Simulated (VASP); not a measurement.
Input of a VASP 6.6.1 run:

INCAR

```
PREC = Accurate ; ENCUT = 520
EDIFF = 1E-8 ; ISMEAR = -1
SIGMA = 0.08 ; LREAL = False
LASPH = True ; NELM = 80
ALGO = Normal ; ISIF = 2
LWAVE = False ; LCHARG = False
GGA = PE ; LEFG = True
NBANDS = 18
```

The input KPOINTS:

```
Automatic mesh
0
Gamma
  14 14 14
```

POSCAR

```
ZnCu
1.0
    2.9450000000      0.0000000000      0.0000000000
    0.0000000000      2.9450000000      0.0000000000
    0.0000000000      0.0000000000      2.9450000000
Zn Cu
1 1
Direct
    0.5000000000      0.5000000000      0.5000000000
    0.0000000000      0.0000000000      0.0000000000
```

Potentials or basis: VASP PAW PBE potentials, release 64 (Zn, Cu).

Run with:

```console
$ cat potpaw_PBE.64/Zn/POTCAR potpaw_PBE.64/Cu/POTCAR > POTCAR
$ mpirun -np 1 vasp_std > vasp.out
```

(1) Predict the pressure.

## Answers

(1) 2.8 GPa.

Caveat: without QUAD_EFG the Cq values of the log hold for a quadrupole moment of 1 mb, not for the nuclei.
